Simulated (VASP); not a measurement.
Set up this calculation in VASP 6.6.1, as the native input.

```
Task                   : single point
Functional             : r2SCAN
Potentials or basis    : VASP PAW PBE potentials, release 64 (Al, Cu)
Cutoff                 : 520 eV
k mesh                 : 12 × 12 × 8
Occupations            : gaussian, width 0.1 eV
Spin                   : no spin polarisation
Dipole correction      : no
Further INCAR settings : ALGO = Normal; EDIFF = 1e-06; NBANDS = 24
```

The system is Al3Cu2.

```xyz
5
Lattice="4.1017 0.0000 0.0000 -2.0508 3.5522 0.0000 0.0000 0.0000 4.9904" Properties=species:S:1:pos:R:3 pbc="T T T"
Al    0.0000    0.0000    0.0000
Al    0.0000    2.3681    1.7471
Al    2.0508    1.1841    3.2433
Cu    0.0000    2.3681    4.1921
Cu    2.0508    1.1841    0.7983
```

The input as run:

POSCAR

```
Al3Cu2
1.0
    4.1016932487      0.0000000000      0.0000000000
   -2.0508466244      3.5521705519      0.0000000000
    0.0000000000      0.0000000000      4.9903784748
Al Cu
3 2
Direct
    0.0000000000      0.0000000000      0.0000000000
    0.3333333333      0.6666666667      0.3500982580
    0.6666666667      0.3333333333      0.6499017420
    0.3333333333      0.6666666667      0.8400380847
    0.6666666667      0.3333333333      0.1599619153
```

INCAR.step1

```
PREC     = Accurate       # precision mode
ENCUT    = 520            # plane-wave cutoff, eV
ISMEAR   = 0              # smearing method
SIGMA    = 0.1            # smearing width, eV
LREAL    = F              # projectors in reciprocal space
LASPH    = T              # aspherical terms in the spheres
NELM     = 60             # most SCF steps
NBANDS   = 24             # bands
GGA      = PE             # functional
ALGO     = Normal         # electronic algorithm
EDIFF    = 1E-4           # SCF threshold, eV
LWAVE    = T              # write WAVECAR
LCHARG   = F              # write CHGCAR
```

INCAR.step2

```
PREC     = Accurate       # precision mode
ENCUT    = 520            # plane-wave cutoff, eV
EDIFF    = 1E-6           # SCF threshold, eV
ISMEAR   = 0              # smearing method
SIGMA    = 0.1            # smearing width, eV
LREAL    = F              # projectors in reciprocal space
LASPH    = T              # aspherical terms in the spheres
NELM     = 60             # most SCF steps
ALGO     = Normal         # electronic algorithm
ISIF     = 2              # what is computed and relaxed
LWAVE    = F              # write WAVECAR
LCHARG   = T              # write CHGCAR
METAGGA  = R2SCAN         # meta-GGA
LMIXTAU  = T            
LELF     = T              # ELF
LVHAR    = T            
NBANDS   = 24             # bands
ISTART   = 1
```

KPOINTS

```
Automatic mesh
0
Gamma
  12 12 8
```

Potentials or basis: VASP PAW PBE potentials, release 64 (Al, Cu).

Command:

```sh
$ cat potpaw_PBE.64/Al/POTCAR potpaw_PBE.64/Cu/POTCAR > POTCAR
$ cp INCAR.step1 INCAR
$ mpirun -np 1 vasp_std > vasp.out
$ cp INCAR.step2 INCAR
$ mpirun -np 1 vasp_std > vasp.out
```

Results of the run:

```
Pressure      : -0.1 GPa
Largest force : 0.005 eV/Å
```

Caveat: the PAW data sets were made with another functional, which shifts forces and pressure a little.

Wall time 7.5 min on 1 thread of Intel(R) Xeon(R) Platinum 8488C (Sapphire Rapids), with other jobs on the host, peak memory 0.33 GiB.
